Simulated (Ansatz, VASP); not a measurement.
## Two plane-wave programs on BeCd3S2

```
Be Cd S
1.0
     6.41840    0.00000    0.00000
    -3.20920    5.55850    0.00000
     0.00000    0.00000    3.36754
Be Cd S
1 3 2
Direct
  0.00000 0.00000 0.50000
  0.00000 0.50000 0.00000
  0.50000 0.50000 0.00000
  0.50000 0.00000 0.00000
  0.66667 0.33333 0.50000
  0.33333 0.66667 0.50000
```

Change from the starting cell: species swapped into the NdB2Ir3 type (P6/mmm, No. 191).

Alike in both runs: task relaxation of cell and atoms; functional PBE; k mesh 3 × 3 × 6; occupations gaussian, width 0.1 eV; no spin polarisation.

|  | VASP | Ansatz |
| --- | --- | --- |
| version | VASP 6.6.1 | Ansatz 0.2.0 |
| potentials or method | VASP PAW PBE potentials, release 64 (Be, Cd, S), cutoff 600 eV | scalar-relativistic, plane waves, PAW |
| valence electrons in the cell | 50 | 74 |

|  | VASP | Ansatz | Ansatz less VASP |
| --- | --- | --- | --- |
| gap on the k mesh at the Fermi level, each at its own relaxed structure (eV) | none | none | - |
| relaxed volume (Å³/atom) | 25.55 | 25.29 | -0.266 |
| relaxed cell length with the largest relative difference (Å) | 3.772 | 3.758 | -0.0138 |

A gap of «none» marks a metal or a gap that the smearing closes. VASP's potentials hold 50 valence electrons a cell and Ansatz's 74, so a difference there can come from the potentials and not from the codes.

The k mesh is coarse, so the values compare programs but aren't converged. Noted on VASP's run: the volume moved by over 15 % at a fixed basis, so the end points are rough.
